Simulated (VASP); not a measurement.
# Y (Fd-3m) in VASP: further runs

Runs on Y. Level: PBEsol. Tasks: single point.

Program: VASP 6.6.1. These are calculated values, not measurements. Logs are shortened: lines on timing, memory, paths and dates and some standing lists are left out, and cuts for length are marked.

## (1) The cell of the first run

Symmetry: Fd-3m, No. 227, cubic system. The conventional cell has a = 6.825 Å, b = 6.825 Å, c = 6.825 Å, α = 90.00°, β = 90.00°, γ = 90.00°. Y (site symmetry -43m) has 4 Y at 2.96 Å within 3.9 Å.

This isn't the form of Y at room conditions, which is hcp.

## (2) Single point, PBEsol

INCAR

```
PREC = Accurate ; ENCUT = 520
EDIFF = 1E-6 ; ISMEAR = -1
SIGMA = 0.1 ; LREAL = F
LASPH = T ; NELM = 80
ALGO = Normal ; ISIF = 2
LWAVE = F ; LCHARG = F
GGA = PS ; NBANDS = 18
```

KPOINTS

```
Automatic mesh
0
Gamma
  8 8 8
```

POSCAR

```
Y
1.0
    0.0000000000      3.4124057712      3.4124057712
    3.4124057712      0.0000000000      3.4124057712
    3.4124057712      3.4124057712      0.0000000000
Y
2
Direct
    0.1250000000      0.1250000000      0.1250000000
    0.8750000000      0.8750000000      0.8750000000
```

Potentials or basis: VASP PAW PBE potentials, release 64 (Y_sv).

Launch:

```console
$ cat potpaw_PBE.64/Y_sv/POTCAR > POTCAR
$ mpirun -np 1 vasp_std > vasp.out
```

OUTCAR:

```text
PREC = Accurate
   ENCUT = 520
   EDIFF = 1E-6
   ISMEAR = -1
   LREAL = F
   LASPH = T
   NELM = 80
   ISIF = 2
   GGA = PS

 ion  position               nearest neighbor table
   1  0.125  0.125  0.125-   2 2.96   2 2.96   2 2.96   2 2.96
   2  0.875  0.875  0.875-   1 2.96   1 2.96   1 2.96   1 2.96

  LATTYP: Found a face centered cubic cell.
 ALAT       =     6.8248115424

  Lattice vectors:

 A1 = (   0.0000000000,   3.4124057712,   3.4124057712)
 A2 = (   3.4124057712,   0.0000000000,   3.4124057712)
 A3 = (   3.4124057712,   3.4124057712,   0.0000000000)

Analysis of symmetry for initial positions (statically):
=====================================================================
 Subroutine PRICEL returns:
 Original cell was already a primitive cell.

 Routine SETGRP: Setting up the symmetry group for a
 face centered cubic supercell.

 Subroutine GETGRP returns: Found 48 space group operations
 (whereof 12 operations were pure point group operations)
 out of a pool of 48 trial point group operations.

The static configuration has the point symmetry D_3d.
 The point group associated with its full space group is O_h .

Analysis of symmetry for dynamics (positions and initial velocities):
=====================================================================
 Subroutine PRICEL returns:
 Original cell was already a primitive cell.

 Routine SETGRP: Setting up the symmetry group for a
 face centered cubic supercell.

 Subroutine GETGRP returns: Found 48 space group operations
 (whereof 12 operations were pure point group operations)
 out of a pool of 48 trial point group operations.

The dynamic configuration has the point symmetry D_3d.
 The point group associated with its full space group is O_h .

 Subroutine INISYM returns: Found 48 space group operations
 (whereof 12 operations are pure point group operations),
 and found     1 'primitive' translations

----------------------------------------------------------------------------------------

                                     Primitive cell

  volume of cell :      79.4716

  direct lattice vectors                    reciprocal lattice vectors
     0.000000000  3.412405771  3.412405771    -0.146524192  0.146524192  0.146524192
     3.412405771  0.000000000  3.412405771     0.146524192 -0.146524192  0.146524192
     3.412405771  3.412405771  0.000000000     0.146524192  0.146524192 -0.146524192

  length of vectors
     4.825870522  4.825870522  4.825870522     0.253787346  0.253787346  0.253787346

  position of ions in fractional coordinates (direct lattice)
     0.125000000  0.125000000  0.125000000
     0.875000000  0.875000000  0.875000000

  ion indices of the primitive-cell ions
   primitive index   ion index
                 1           1
                 2           2

----------------------------------------------------------------------------------------

 KPOINTS: Automatic mesh

Automatic generation of k-mesh.
 Grid dimensions read from file:
 generate k-points for:    8    8    8

 Generating k-lattice:

  Cartesian coordinates                     Fractional coordinates (reciprocal lattice)
    -0.018315524  0.018315524  0.018315524     0.125000000  0.000000000  0.000000000
     0.018315524 -0.018315524  0.018315524     0.000000000  0.125000000  0.000000000
     0.018315524  0.018315524 -0.018315524     0.000000000  0.000000000  0.125000000

  Length of vectors
     0.031723418  0.031723418  0.031723418

  Shift w.r.t. Gamma in fractional coordinates (k-lattice)
     0.000000000  0.000000000  0.000000000

 Subroutine IBZKPT returns following result:
 ===========================================

 Found     29 irreducible k-points:

 Following reciprocal coordinates:
            Coordinates               Weight
  0.000000  0.000000  0.000000      1.000000
  0.125000  0.000000  0.000000      8.000000
  0.250000  0.000000  0.000000      8.000000
  0.375000  0.000000  0.000000      8.000000
  0.500000  0.000000  0.000000      4.000000
  0.125000  0.125000  0.000000      6.000000
[... 16 lines left out ...]
  0.500000  0.250000  0.125000     48.000000
 -0.375000  0.250000  0.125000     24.000000
 [... further k-points ...]
   k-points           NKPTS =     29   k-points in BZ     NKDIM =     29   number of bands    NBANDS=     18
   number of dos      NEDOS =    301   number of ions     NIONS =      2
   total plane-waves  NPLWV =  46656
   dimension x,y,z NGX =    36 NGY =   36 NGZ =   36
   dimension x,y,z NGXF=    72 NGYF=   72 NGZF=   72
   ions per type =               2
   NGX,Y,Z   is equivalent  to a cutoff of  12.40, 12.40, 12.40 a.u.
   NGXF,Y,Z  is equivalent  to a cutoff of  24.80, 24.80, 24.80 a.u.
 SYSTEM =  unknown system
   PREC   = accura    normal or accurate (medium, high low for compatibility)
   ISTART =      0    job   : 0-new  1-cont  2-samecut
   ICHARG =      2    charge: 1-file 2-atom 10-const
   ISPIN  =      1    spin polarized calculation?
   LNONCOLLINEAR =      F non collinear calculations
   LSORBIT =      F    spin-orbit coupling
   LASPH  =      T    aspherical Exc in radial PAW
   ENCUT  =  520.0 eV  38.22 Ry    6.18 a.u.   8.97  8.97  8.97*2*pi/ulx,y,z
   NELM   =     80;   NELMIN=  2; NELMDL= -5     # of ELM steps
   EDIFF  = 0.1E-05   stopping-criterion for ELM
   LREAL  =      F    real-space projection
   EDIFFG = 0.1E-04   stopping-criterion for IOM
   NSW    =      0    number of steps for IOM
   IBRION =     -1    ionic relax: 0-MD 1-quasi-New 2-CG
   NFREE  =      0    steps in history (QN), initial steepest desc. (CG)
   ISIF   =      2    stress and relaxation
   ISYM   =      2    0-nonsym 1-usesym 2-fastsym
   POTIM  = 0.5000    time-step for ionic-motion
   TEBEG  =    0.0;   TEEND  =   0.0 temperature during run
   PSTRESS=    0.0 pullay stress
   NELECT =      22.0000    total number of electrons
   NUPDOWN=      -1.0000    fix difference up-down
   EMIN   =  10.00;   EMAX   =-10.00  energy-range for DOS
   EFERMI =   0.00;   METHOD = LEGACY
   ISMEAR =    -1;   SIGMA  =   0.10  broadening in eV -4-tet -1-fermi 0-gaus
   EFERMI_NEDOS =   21; number of points for ismear=-14 and -15
   IALGO  =     38    algorithm
   IMIX   =      4    mixing-type and parameters
     AMIX     =   0.40;   BMIX     =  1.00
     AMIX_MAG =   1.60;   BMIX_MAG =  1.00
  volume/ion in A,a.u.               =      39.74       268.15
  Fermi-wavevector in a.u.,A,eV,Ry     =   1.066952  2.016248 15.488702  1.138387
  Thomas-Fermi vector in A             =   2.202553
   LORBIT       =      0    0 simple, 1 ext, 2 COOP (PROOUT), +10 PAW based schemes
   GGA     = PS    functional components
   LHFCALC =     F    Hartree Fock is set to
   AEXX    =    0.0000 exact exchange contribution
   IVDW    =     0    specifies the selected vdW correction
   LEPSILON=     F    determine dielectric tensor
   LRPA    =     F    only Hartree local field effects (RPA)
 non-spin polarized calculation
  energy-cutoff  :      520.00
  volume of cell :       79.47
 maximum number of plane-waves:      2164
   NGX = 17   NGY = 17   NGZ = 17

 number of electron      22.0000001 magnetization

 Free energy of the ion-electron system (eV)
  ---------------------------------------------------
  ext. energy  EPLUGINS =         0.00000000
  ---------------------------------------------------
  free energy    TOTEN  =        -9.69401682 eV

  energy without entropy =       -9.57045028  energy(sigma->0) =       -9.63223355

 E-fermi :   1.6022     XC(G=0):  -8.6177

 val. band max:        1.5804928524   @ k =   0.3750   0.2500   0.0000
 cond. band min:       1.6100312552   @ k =   0.5000   0.1250   0.0000
 fundamental gap:      0.0295384029
 Fermi energy:         1.6022341964

 k-point     1 :       0.0000    0.0000    0.0000
  band No.  band energies     occupation
      1     -41.5141      2.00000
      2     -41.1262      2.00000
      3     -21.7793      2.00000
      4     -21.7793      2.00000
      5     -21.7793      2.00000
      6     -21.0160      2.00000
[... 10 lines left out ...]
     17       3.8123      0.00000
     18       7.1174      0.00000

 k-point     2 :       0.1250    0.0000    0.0000
  band No.  band energies     occupation
      1     -41.5034      2.00000
      2     -41.1375      2.00000
      3     -21.7937      2.00000
      4     -21.7937      2.00000
      5     -21.7792      2.00000
      6     -21.0179      2.00000
[... 10 lines left out ...]
     17       3.7861      0.00000
     18       7.0571      0.00000

 k-point     3 :       0.2500    0.0000    0.0000
  band No.  band energies     occupation
      1     -41.4743      2.00000
      2     -41.1677      2.00000
      3     -21.8265      2.00000
      4     -21.8265      2.00000
      5     -21.7799      2.00000
      6     -21.0213      2.00000
[... 10 lines left out ...]
     17       3.9208      0.00000
     18       6.8513      0.00000

 k-point     4 :       0.3750    0.0000    0.0000
  band No.  band energies     occupation
      1     -41.4378      2.00000
      2     -41.2053      2.00000
      3     -21.8568      2.00000
      4     -21.8568      2.00000
      5     -21.7820      2.00000
      6     -21.0229      2.00000
[... 375 lines left out ...]
      4     -21.8648      2.00000
      5     -21.6846      2.00000
      6     -21.1199      2.00000
[... 10 lines left out ...]
     17       4.0811      0.00000
     18       5.8648      0.00000

 k-point    23 :       0.5000    0.2500    0.1250
  band No.  band energies     occupation
      1     -41.4114      2.00000
      2     -41.2324      2.00000
      3     -21.9408      2.00000
      4     -21.8914      2.00000
      5     -21.6414      2.00000
      6     -21.1627      2.00000
[... 10 lines left out ...]
     17       4.5834      0.00000
     18       5.3735      0.00000

 k-point    24 :      -0.3750    0.2500    0.1250
  band No.  band energies     occupation
      1     -41.3906      2.00000
      2     -41.2536      2.00000
      3     -21.9551      2.00000
      4     -21.9036      2.00000
      5     -21.6218      2.00000
      6     -21.1817      2.00000
[... 10 lines left out ...]
     17       4.4263      0.00000
     18       5.7916      0.00000

 [... further k-points ...]

------------------------ aborting loop because EDIFF is reached ----------------------------------------

  FORCE on cell =-STRESS in cart. coord.  units (eV):
  Direction    XX          YY          ZZ          XY          YZ          ZX
  --------------------------------------------------------------------------------------
  -------------------------------------------------------------------------------------
  Total        0.0058077      0.0058077      0.0058077     -0.0000000     -0.0000000      0.0000000
  in kB        0.1170852      0.1170852      0.1170852     -0.0000000     -0.0000000      0.0000000
  external PRESSURE =       0.1170852 kB  Pullay stress =       0.0000000 kB

 VOLUME and BASIS-vectors are now :
 -----------------------------------------------------------------------------
  energy-cutoff  :      520.00
  volume of cell :       79.47
      direct lattice vectors                 reciprocal lattice vectors
     0.000000000  3.412405771  3.412405771    -0.146524192  0.146524192  0.146524192
     3.412405771  0.000000000  3.412405771     0.146524192 -0.146524192  0.146524192
     3.412405771  3.412405771  0.000000000     0.146524192  0.146524192 -0.146524192

 POSITION                                       TOTAL-FORCE (eV/Angst)
 -----------------------------------------------------------------------------------
      0.85310      0.85310      0.85310         0.000000      0.000000      0.000000
      5.97171      5.97171      5.97171        -0.000000     -0.000000     -0.000000
 -----------------------------------------------------------------------------------
    total drift:                                0.000000      0.000000      0.000000

  FREE ENERGIE OF THE ION-ELECTRON SYSTEM (eV)
  ---------------------------------------------------
  free  energy   TOTEN  =        -9.6940168158 eV

  energy  without entropy=       -9.5704502760  energy(sigma->0) =       -9.63223355
```

Run time: 68 s. Hardware: 1 thread of Intel Xeon 8259CL, shared host; peak memory 0.23 GiB.

What came out:

- Free energy: -9.6940 eV
- Pressure: 0.0 GPa
- Band gap on the k mesh: zero (bands 11 and 12 overlap by 0.80 eV)

Levels at points of the mesh, in eV from the Fermi level:
| k point | band 9 | band 10 | band 11 | band 12 | band 13 | band 14 |
| --- | --- | --- | --- | --- | --- | --- |
| (0.00, 0.00, 0.00) | -3.73 | -0.11 | -0.11 | 0.54 | 0.54 | 0.54 |
| (0.50, 0.00, 0.00) | -1.64 | -0.70 | -0.10 | -0.10 | 0.53 | 0.53 |
| (0.50, 0.50, 0.00) | -1.11 | -1.11 | 0.11 | 0.11 | 0.63 | 0.63 |

Caveat: the PAW data sets were made with another functional, which shifts forces and pressure a little.

(Part 1 of 2 ends here.)
